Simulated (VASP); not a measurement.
# CoO: single point with PBEsol

The system is CoO.

```
Co O
1.0
     3.21882    0.00000    0.00000
    -1.60941    2.78758    0.00000
     0.00000    0.00000    5.26334
Co O
2 2
Cartesian
  0.0000 1.8584 2.6494
  0.0000 0.0000 0.0183
  0.0000 1.8584 4.5873
  0.0000 0.0000 1.9559
```

```yaml
Program: VASP 6.6.1
Task: single point
Functional: PBEsol
Potentials_or_basis: VASP PAW PBE potentials, release 64 (Co, O)
Cutoff: 520 eV
k_mesh: 10 × 10 × 5
Occupations: fermi-dirac, width 0.05 eV
Spin: collinear spin, ferromagnetic start
Starting_moments: "[2.0, 2.0, 0.0, 0.0] μB"
```

| Quantity | Value |
| --- | --- |
| Pressure | -9.6 GPa |
| Largest force | 0.244 eV/Å |
| Net moment | 5.87 μB per cell |
| Site moments | Co +2.50; O +0.33 μB |
| Valence electrons inside the program's atomic spheres | Co 7.94; O 4.96 |

Forces on the atoms (eV/Å):
```
Co   0.000  0.000 -0.238
Co   0.000  0.000 -0.244
O    0.000  0.000  0.241
O    0.000  0.000  0.241
```

Stress tensor (GPa, compression positive):
```
-10.56   0.00   0.00
  0.00 -10.56   0.00
  0.00   0.00  -7.81
```

Levels at points of the mesh, in eV from the Fermi level:
Spin up:
| k point | band 16 | band 17 | band 18 | band 19 | band 20 | band 21 |
| --- | --- | --- | --- | --- | --- | --- |
| (0.00, 0.00, 0.00) | -0.10 | 0.15 | 0.16 | 0.16 | 5.22 | 6.86 |
| (0.50, 0.00, 0.00) | -1.75 | -0.68 | -0.57 | 5.44 | 5.83 | 6.97 |
Spin down:
| k point | band 10 | band 11 | band 12 | band 13 | band 14 | band 15 |
| --- | --- | --- | --- | --- | --- | --- |
| (0.00, 0.00, 0.00) | -0.72 | -0.15 | -0.15 | 0.14 | 0.55 | 1.51 |
| (0.50, 0.00, 0.00) | -0.63 | -0.21 | -0.08 | 0.09 | 0.18 | 0.69 |

Wall time 2.2 min on 1 thread of Intel(R) Xeon(R) Platinum 8259CL CPU @ 2.50GHz (Skylake/Cascade Lake), on a shared host, peak memory 0.24 GiB.

Caveat: the cell stands under tension; the PAW data sets were made with another functional, which shifts forces and pressure a little; semilocal functionals often make such compounds metallic where correlation or magnetic order opens a gap, which also shifts bond lengths. With open d or f shells a metallic result of PBEsol can be an artefact of self-interaction; +U or a hybrid may open a gap.
